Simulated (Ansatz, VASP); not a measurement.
## Te2Pb3Se: VASP beside Ansatz

Contents of INCAR:

```
PREC = Accurate
ENCUT = 520
EDIFF = 1E-6
ISMEAR = 0
SIGMA = 0.1
LREAL = False
LASPH = True
NELM = 80
ALGO = Normal
ISIF = 2
LWAVE = False
LCHARG = False
GGA = PE
NBANDS = 72
```

KPOINTS

```
regular mesh
0
Gamma
  4 4 1
```

The input POSCAR:

```
Te2Pb3Se
1.0
   -4.4966809727      0.0000000000      0.0000000000
    2.2483404864     -6.4906550948      0.0000000000
    0.0000000000      0.0000000000     13.9779080744
Te Pb Se
4 6 2
Direct
    0.8729665917      0.7459331834      0.9208351669
    0.8729665917      0.7459331834      0.5791648331
    0.1270334083      0.2540668166      0.0791648331
    0.1270334083      0.2540668166      0.4208351669
    0.6376658723      0.2753317445      0.9074888189
    0.6408253103      0.2816506207      0.2500000000
    0.6376658723      0.2753317445      0.5925111811
    0.3591746897      0.7183493793      0.7500000000
    0.3623341277      0.7246682555      0.0925111811
    0.3623341277      0.7246682555      0.4074888189
    0.8584355833      0.7168711666      0.2500000000
    0.1415644167      0.2831288334      0.7500000000
```

Input for Ansatz:

```yaml
crystal:
  lattice:
    - [-4.4966809727, 0.0, 0.0]
    - [2.2483404864, -6.4906550948, 0.0]
    - [0.0, 0.0, 13.9779080744]
  atoms:
    - { symbol: Te, position: [0.8729665917, 0.7459331834, 0.9208351669] }
    - { symbol: Te, position: [0.8729665917, 0.7459331834, 0.5791648331] }
    - { symbol: Te, position: [0.1270334083, 0.2540668166, 0.0791648331] }
    - { symbol: Te, position: [0.1270334083, 0.2540668166, 0.4208351669] }
    - { symbol: Pb, position: [0.6376658723, 0.2753317445, 0.9074888189] }
    - { symbol: Pb, position: [0.6408253103, 0.2816506207, 0.25] }
    - { symbol: Pb, position: [0.6376658723, 0.2753317445, 0.5925111811] }
    - { symbol: Pb, position: [0.3591746897, 0.7183493793, 0.75] }
    - { symbol: Pb, position: [0.3623341277, 0.7246682555, 0.0925111811] }
    - { symbol: Pb, position: [0.3623341277, 0.7246682555, 0.4074888189] }
    - { symbol: Se, position: [0.8584355833, 0.7168711666, 0.25] }
    - { symbol: Se, position: [0.1415644167, 0.2831288334, 0.75] }
basis:
  ecutwfc: 420
kpoints:
  mp_grid: { grid: [4, 4, 1] }
hamiltonian:
  xc: pbe
scf:
  occupations: { method: gaussian, width: 0.1 }
  lower_state_search: "off"
output:
  forces: true
  stress: true
  eigenvalues: true
```

Alike in both runs: task single point; functional PBE; k mesh 4 × 4 × 1; occupations gaussian, width 0.1 eV; no spin polarisation.

|  | VASP | Ansatz |
| --- | --- | --- |
| version | VASP 6.6.1 | Ansatz 0.2.0 |
| potentials or method | VASP PAW PBE potentials, release 64 (Te, Pb_d, Se), cutoff 520 eV | scalar-relativistic, plane waves, PAW |
| valence electrons in the cell | 120 | 180 |

Ansatz gave:

| Property | Result |
| --- | --- |
| gap on the k mesh at the Fermi level (eV) | 1.05 |
| least direct gap on the mesh (eV) | 1.21 |
| pressure (GPa) | -0.1 |
| traceless stress, the component that is largest in VASP (GPa) | 0.45 |
| rms of the force components (eV/Å) | 0.022 |

Question: What did VASP give for the same quantities?

Answer: gap on the k mesh at the Fermi level (eV): 1.05; least direct gap on the mesh (eV): 1.21; pressure (GPa): -0.1; traceless stress, the component that is largest in VASP (GPa): 0.48; rms of the force components (eV/Å): 0.026.

Atom by atom the forces differ by 0.004 eV/Å (rms over components). With one functional, cell and mesh, what is left measures potentials, basis and numerics. VASP's potentials hold 120 valence electrons a cell and Ansatz's 180, so a difference there can come from the potentials and not from the codes.

The k mesh is coarse, so the values compare programs but aren't converged. Spin-orbit coupling is off throughout.
